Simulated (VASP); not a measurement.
Cu:

```
Cu
1.0
    -1.44279    1.44279    1.35544
     1.44279   -1.44279    1.35544
     1.44279    1.44279   -1.35544
Cu
1
Direct
  0.00000 0.00000 0.00000
```

This cell differs from its parent crystal: strain +0.000 along x and y, -0.015 along z.

Base run:

| Quantity | Value |
| --- | --- |
| Program | VASP 6.6.1 |
| Functional | PBEsol |
| Potentials or basis | VASP PAW PBE potentials, release 64 (Cu) |
| Cutoff | 520 eV |
| k mesh | 24 × 24 × 24 |
| Occupations | gaussian, width 0.15 eV |
| Spin | no spin polarisation |

Its results: pressure 2.4 GPa.

Question: The run is repeated on the same cell with these changes: potentials or basis from VASP PAW PBE potentials, release 64 (Cu) to VASP PAW PBE potentials, release 64 (Cu_sv_GW); cutoff from 520 eV to 700 eV; further incar settings from ALGO = Fast; EDIFF = 1e-07; NBANDS = 12 to ALGO = Normal; EDIFF = 1e-06; NBANDS = 16; valence electrons from 11 to 19. What comes out?

Answer: Pressure -2.9 GPa.

Caveats: the PAW data sets were made with another functional, which shifts forces and pressure a little.
